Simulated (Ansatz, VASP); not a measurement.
## NiMoIrPdW in VASP and in Ansatz

```
Ni Mo Pd Ir W
1.0
     4.14670    0.00000    0.00000
    -2.07335    3.59115    0.00000
     0.00000    0.00000    5.41629
Ni Mo Pd Ir W
1 1 1 1 1
Direct
  0.00000 0.00000 0.02221
  0.66667 0.33333 0.45996
  0.33333 0.66667 0.74601
  0.33333 0.66667 0.25641
  0.66667 0.33333 0.99985
```

Alike in both runs: functional LDA; k mesh 7 × 7 × 5; occupations fermi-dirac, width 0.05 eV; collinear spin.

|  | VASP | Ansatz |
| --- | --- | --- |
| version | VASP 6.6.1 | Ansatz 0.2.0 |
| potentials or method | VASP PAW LDA potentials, release 64 (Ni, Mo_sv, Pd, Ir, W_sv) | Ansatz PAW |
| plane-wave cutoff (eV) | 520 | 420 |
| valence electrons in the cell | 57 | 81 |
| task | single point | band structure |

```csv
,VASP,Ansatz,Ansatz less VASP
gap on the k mesh at the Fermi level (eV),none,none,-
pressure (GPa),-11.8,-12.8,-0.98
rms of the force components (eV/Å),0.057,0.071,+0.0147
net moment per atom (μB),0.00,0.00,0.000
```

LDA's correlation is that of Perdew and Zunger in VASP and of Perdew and Wang (1992) in Ansatz. Atom by atom the forces differ by 0.031 eV/Å (rms over components). A gap of «none» marks a metal or a gap that the smearing closes. VASP's potentials hold 57 valence electrons a cell and Ansatz's 81, so a difference there can come from the potentials and not from the codes.

Neither program's run includes spin-orbit coupling.
